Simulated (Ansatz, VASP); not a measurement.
## GaSb3 in VASP and in Ansatz

Contents of INCAR:

```
SYSTEM = GaSb3
PREC     = Accurate       ! precision mode
ENCUT    = 520            ! plane-wave cutoff, eV
EDIFF    = 1E-6           ! SCF threshold, eV
ISMEAR   = 0              ! smearing method
SIGMA    = 0.15           ! smearing width, eV
LREAL    = .False.        ! projectors in reciprocal space
LASPH    = .True.         ! aspherical terms in the spheres
NELM     = 80             ! most SCF steps
ALGO     = Normal         ! electronic algorithm
ISIF     = 2              ! what is computed and relaxed
LWAVE    = .False.        ! write WAVECAR
LCHARG   = .True.         ! write CHGCAR
GGA      = PE             ! functional
IVDW     = 12             ! dispersion correction
LELF     = .True.         ! ELF
LVHAR    = .True.       
NBANDS   = 22             ! bands
```

The input KPOINTS:

```
regular mesh
0
Gamma
  12 12 12
  0 0 0
```

File POSCAR:

```
GaSb3
1.0
    0.0000000000      3.7573268035      3.6478901005
    3.5384533975      0.0000000000      3.6478901005
    3.5384533975      3.7573268035      0.0000000000
Ga Sb
1 3
Direct
    0.0000000000      0.0000000000      0.0000000000
    0.2500000000      0.2500000000      0.2500000000
    0.7500000000      0.7500000000      0.7500000000
    0.5000000000      0.5000000000      0.5000000000
```

Input for Ansatz:

```yaml
crystal:
  lattice:
    - [0.0, 3.7573268035, 3.6478901005]
    - [3.5384533975, 0.0, 3.6478901005]
    - [3.5384533975, 3.7573268035, 0.0]
  atoms:
    - { symbol: Ga, position: [0.0, 0.0, 0.0] }
    - { symbol: Sb, position: [0.25, 0.25, 0.25] }
    - { symbol: Sb, position: [0.75, 0.75, 0.75] }
    - { symbol: Sb, position: [0.5, 0.5, 0.5] }
basis:
  ecutwfc: 420
kpoints:
  mp_grid: { grid: [12, 12, 12] }
hamiltonian:
  xc: pbe
  dispersion: d3bj
scf:
  occupations: { method: gaussian, width: 0.15 }
output:
  forces: true
  stress: true
  eigenvalues: true
```

Change from the starting cell: strain -0.0300 x Voigt [1, -1, 0, 0, 0, 0], atoms carried along.

Alike in both runs: task single point; functional PBE; dispersion D3(BJ); k mesh 12 × 12 × 12; occupations gaussian, width 0.15 eV; no spin polarisation.

|  | VASP | Ansatz |
| --- | --- | --- |
| version | VASP 6.6.1 | Ansatz 0.2.0 |
| potentials or method | VASP PAW PBE potentials, release 64 (Ga_d, Sb), cutoff 520 eV | scalar-relativistic, plane waves, PAW |
| valence electrons in the cell | 28 | 58 |

```tsv
	VASP	Ansatz	Ansatz less VASP
gap on the k mesh at the Fermi level (eV)	none	none	-
pressure (GPa)	0.4	0.5	+0.08
traceless stress, the component that is largest in VASP (GPa)	-0.56	-0.56	-0.001
```

A gap of «none» marks a metal or a gap that the smearing closes. VASP's potentials hold 28 valence electrons a cell and Ansatz's 58, so a difference there can come from the potentials and not from the codes.

Spin-orbit coupling is off throughout.
